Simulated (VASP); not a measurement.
# KF (Fm-3m) in VASP: settings compared, part 2 of 2

VASP 6.6.1.

## Step 4: Relaxation of cell and atoms, BLYP+D3(BJ), collinear spin (20.60 Å³/atom)

This run uses another cell than the first one, of 20.60 Å³/atom.

File INCAR:

```
PREC = Accurate
ENCUT = 600
EDIFF = 1E-6
ISMEAR = 0
SIGMA = 0.05
LREAL = False
LASPH = True
NELM = 150
ALGO = Normal
ISIF = 3
LWAVE = False
LCHARG = False
ISPIN = 2
MAGMOM = 0.5 0
LORBIT = 11
GGA = B5
ALDAX = 1.0
AGGAX = 1.0
AGGAC = 1.0
ALDAC = 0.0
IVDW = 12
VDW_S6 = 1.0
VDW_S8 = 2.6996
VDW_A1 = 0.4298
VDW_A2 = 4.2359
IBRION = 2
NSW = 60
EDIFFG = -0.01
```

File KPOINTS:

```
regular mesh
0
Gamma
  9 9 9
```

File POSCAR:

```
KF
1.0
    0.0000000000      2.7412795399      2.7412795399
    2.7412795399      0.0000000000      2.7412795399
    2.7412795399      2.7412795399      0.0000000000
K F
1 1
Direct
    0.0000000000      0.0000000000      0.0000000000
    0.5000000000      0.5000000000      0.5000000000
```

Potentials or basis: VASP PAW PBE potentials, release 64 (K_sv, F).

Run with:

```
$ cat potpaw_PBE.64/K_sv/POTCAR potpaw_PBE.64/F/POTCAR > POTCAR
$ mpirun -np 1 vasp_std > vasp.out
```

OUTCAR:

```text
PREC = Accurate
   ENCUT = 600
   EDIFF = 1E-6
   ISMEAR = 0
   LREAL = False
   LASPH = True
   NELM = 150
   ISIF = 3
   ISPIN = 2
   LORBIT = 11
   GGA = B5
   IVDW = 12
   IBRION = 2
   NSW = 60
   EDIFFG = -0.01
 IVDW          = 12

 ion  position               nearest neighbor table
   1  0.000  0.000  0.000-   2 2.74   2 2.74   2 2.74   2 2.74   2 2.74   2 2.74
   2  0.500  0.500  0.500-   1 2.74   1 2.74   1 2.74   1 2.74   1 2.74   1 2.74

  LATTYP: Found a face centered cubic cell.
 ALAT       =     5.4825590798

  Lattice vectors:

 A1 = (   0.0000000000,   2.7412795399,   2.7412795399)
 A2 = (   2.7412795399,   0.0000000000,   2.7412795399)
 A3 = (   2.7412795399,   2.7412795399,   0.0000000000)

Analysis of symmetry for initial positions (statically):
=====================================================================
 Subroutine PRICEL returns:
 Original cell was already a primitive cell.
[... 681 lines left out ...]
      3     -12.3891      1.00000
      4     -12.0343      1.00000
      5     -12.0343      1.00000
      6      -2.8240      1.00000
      7      -2.6456      1.00000
      8      -2.6456      1.00000
      9       5.7251      0.00000
     10       7.6773      0.00000
     11       9.5910      0.00000
     12      11.1335      0.00000

 [... further k-points ...]

 spin component 2

 k-point     1 :       0.0000    0.0000    0.0000
  band No.  band energies     occupation
      1     -28.5091      1.00000
      2     -21.1314      1.00000
      3     -11.8088      1.00000
      4     -11.8088      1.00000
      5     -11.8088      1.00000
      6      -2.5964      1.00000
      7      -2.5964      1.00000
      8      -2.5964      1.00000
      9       3.7714      0.00000
     10       8.1588      0.00000
     11       8.1588      0.00000
     12       8.1588      0.00000
[... 378 lines left out ...]
  FREE ENERGIE OF THE ION-ELECTRON SYSTEM (eV)
  ---------------------------------------------------
  free  energy   TOTEN  =        -8.8704133445 eV

  energy  without entropy=       -8.8704133445  energy(sigma->0) =       -8.87041334

 reached required accuracy - stopping structural energy minimisation

 total charge

# of ion       s       p       d       tot
------------------------------------------
    1        1.956   5.561   0.035   7.552
    2        1.716   4.358   0.000   6.074
--------------------------------------------------
tot          3.672   9.919   0.035  13.626

 magnetization (x)

# of ion       s       p       d       tot
------------------------------------------
    1        0.000  -0.000   0.000  -0.000
    2        0.000   0.000   0.000   0.000
--------------------------------------------------
tot          0.000  -0.000   0.000  -0.000
```

OSZICAR:

```text
N       E                     dE             d eps       ncg     rms          rms(c)
DAV:   1     0.126839199538E+03    0.12684E+03   -0.87114E+03  1680   0.137E+03
[... 34 lines left out ...]
DAV:   1    -0.810404802743E+01    0.36332E-03   -0.54307E-02  1908   0.269E+00    0.404E-01
DAV:   2    -0.810158518228E+01    0.24628E-02   -0.10689E-02  1872   0.102E+00    0.104E-01
DAV:   3    -0.810131461253E+01    0.27057E-03   -0.52585E-04  2512   0.258E-01    0.768E-02
DAV:   4    -0.810127271785E+01    0.41895E-04   -0.15255E-04  2944   0.101E-01    0.645E-02
DAV:   5    -0.810128147141E+01   -0.87536E-05   -0.14021E-05  2584   0.245E-02    0.911E-03
DAV:   6    -0.810128302062E+01   -0.15492E-05   -0.47474E-06  2780   0.169E-02    0.236E-03
DAV:   7    -0.810128318835E+01   -0.16773E-06   -0.10745E-07  1048   0.362E-03
   4 F= -.88704133E+01 E0= -.88704133E+01  d E =-.407106E-01  mag=     0.0000
```

CONTCAR:

```text
KF
   1.00000000000000
     0.0000000000000000    2.6474287881205698    2.6474287881205703
     2.6474287881205698    0.0000000000000000    2.6474287881205703
     2.6474287881205698    2.6474287881205698    0.0000000000000000
  K               F
     1     1
Direct
     1.0000000000000000    0.0000000000000000    1.0000000000000000
     0.5000000000000000    0.5000000000000000    0.5000000000000000

  0.00000000E+00  0.00000000E+00  0.00000000E+00
  0.00000000E+00  0.00000000E+00  0.00000000E+00
```

Run time: 82 s. Hardware: 1 thread of Intel Xeon Platinum 8488C (Sapphire Rapids), shared host; peak memory 0.24 GiB.

What came out:

```yaml
Free_energy: -8.8704 eV
Relaxed_volume: 18.56 Å³/atom
Relaxed_cell: a = 3.744 Å, b = 3.744 Å, c = 3.744 Å, α = 60.00°, β = 60.00°, γ = 60.00°
Space_group_after_relaxing_to_0.1_Å: Fm-3m (No. 225)
Energy_gained_by_relaxing: 20.4 meV/atom
Ionic_steps: 4
Pressure_after_relaxing: 0.0 GPa
Band_gap_on_the_k_mesh: 6.37 eV
Net_moment: 0.00 μB per cell
Valence_electrons_inside_the_program's_atomic_spheres: K 7.55; F 6.07
Dispersion_energy_per_atom: -0.385 eV
```

The path:
```csv
step,energy change (eV),largest force (eV/Å),pressure (GPa),volume (Å³)
1,0.0000,0.0000,-2.89,41.20
2,-0.0310,0.0000,-1.59,39.02
3,-0.0407,0.0000,-0.14,37.27
4,-0.0407,0.0000,0.01,37.11
```

Final structure:
```xyz
2
Lattice="0.0000 2.6474 2.6474 2.6474 0.0000 2.6474 2.6474 2.6474 0.0000" Properties=species:S:1:pos:R:3 pbc="T T T"
K     2.6474    5.2949    2.6474
F     2.6474    2.6474    2.6474
```

Levels at points of the mesh, in eV from the valence-band top:
Spin up:
```csv
k point,band 4,band 5,band 6,band 7,band 8,band 9,band 10,band 11,band 12
"(0.00, 0.00, 0.00)",-9.21,-9.21,0.00,0.00,0.00,6.37,10.76,10.76,10.76
```
Spin down:
```
           k point  band 4  band 5  band 6  band 7  band 8  band 9  band 10  band 11  band 12
(0.00, 0.00, 0.00)   -9.21   -9.21    0.00    0.00    0.00    6.37    10.76    10.76    10.76
```

Caveat: the PAW data sets were made with another functional, which shifts forces and pressure a little; an odd mesh through Γ misses points on the zone boundary, where band edges can lie.

## Step 5: Single point, PBE-based screened hybrid with 35 % exact exchange

This run uses another cell than the first one, of 19.07 Å³/atom.

File POSCAR:

```
KF
1.0
    0.0000000000      2.6718500000      2.6718500000
    2.6718500000      0.0000000000      2.6718500000
    2.6718500000      2.6718500000      0.0000000000
K F
1 1
Direct
    0.0000000000      0.0000000000      0.0000000000
    0.5000000000      0.5000000000      0.5000000000
```

File INCAR.step1:

```
ALGO = Normal
EDIFF = 1E-5
ENCUT = 520
GGA = PE
ISIF = 2
ISMEAR = -1
LASPH = T
LCHARG = F
LREAL = F
LWAVE = T
NBANDS = 15
NELM = 80
PREC = Accurate
SIGMA = 0.05
```

File INCAR.step2:

```
AEXX = 0.35
ALGO = Normal
EDIFF = 1E-6
ENCUT = 520
GGA = PE
HFSCREEN = 0.2078699
ISIF = 2
ISMEAR = -1
ISTART = 1
LASPH = T
LCHARG = F
LHFCALC = T
LREAL = F
LWAVE = F
NBANDS = 15
NELM = 80
PREC = Accurate
PRECFOCK = Normal
SIGMA = 0.05
```

File KPOINTS:

```
k-points
0
Gamma
  5 5 5
```

Run with:

```
$ cat potpaw_PBE.64/K_sv/POTCAR potpaw_PBE.64/F/POTCAR > POTCAR
$ cp INCAR.step1 INCAR
$ mpirun -np 1 vasp_std > vasp.out
$ cp INCAR.step2 INCAR
$ mpirun -np 1 vasp_std > vasp.out
```

Run time: 6.7 min. Hardware: 1 thread of Intel Xeon 6975P-C (Granite Rapids), shared host; peak memory 0.27 GiB.

Results (log left out):

| Property | Result |
| --- | --- |
| Free energy | -10.6575 eV |
| Pressure | 0.2 GPa |
| Band gap on the k mesh | 8.98 eV |

Levels at points of the mesh, in eV from the valence-band top:
| k point | band 5 | band 6 | band 7 | band 8 | band 9 | band 10 | band 11 | band 12 |
| --- | --- | --- | --- | --- | --- | --- | --- | --- |
| (0.00, 0.00, 0.00) | -9.57 | 0.00 | 0.00 | 0.00 | 8.98 | 13.96 | 13.96 | 13.96 |

Caveat: the PAW data sets were made with another functional, which shifts forces and pressure a little.

## Step 6: The runs side by side

| task | level | spin | cell | k mesh | cutoff (eV) | smearing | grid for exact exchange (PRECFOCK) | share of exact exchange | screening parameter | gap on the mesh (eV) | pressure (GPa) | moment (μB) | relaxed volume (Å³/atom) |
| --- | --- | --- | --- | --- | --- | --- | --- | --- | --- | --- | --- | --- | --- |
| single point | BLYP+D3(BJ) | collinear | a = 3.746 Å, angles 60.0°, 2 atoms | 9 × 9 × 9 | 520 | gaussian 0.05 eV | - | - | - | 6.36 | 0.0 | 0.00 | - |
| relaxation of cell and atoms | BLYP+D4 | off | relaxed from a = 3.779 Å, angles 60.0°, 2 atoms | 11 × 11 × 11 | 600 | methfessel-paxton 0.15 eV | - | - | - | 6.07 | 0.1 | - | 19.62 |
| relaxation of cell and atoms | BLYP+D3(BJ) | collinear | relaxed from a = 3.877 Å, angles 60.0°, 2 atoms | 9 × 9 × 9 | 600 | gaussian 0.05 eV | - | - | - | 6.37 | 0.0 | 0.00 | 18.56 |
| single point | PBE-based screened hybrid with 35 % exact exchange | off | a = 3.779 Å, angles 60.0°, 2 atoms | 5 × 5 × 5 | 520 | fermi-dirac 0.05 eV | Normal | 0.35 | 0.20787 1/Å | 8.98 | 0.2 | - | - |

Alike in all rows: potentials or basis VASP PAW PBE potentials, release 64 (K_sv, F).

Caveats: the PAW data sets were made with another functional, which shifts forces and pressure a little; an odd mesh through Γ misses points on the zone boundary, where band edges can lie (at least some runs).

Total energies depend on the potentials used, so only differences within one code and one set of settings carry meaning.
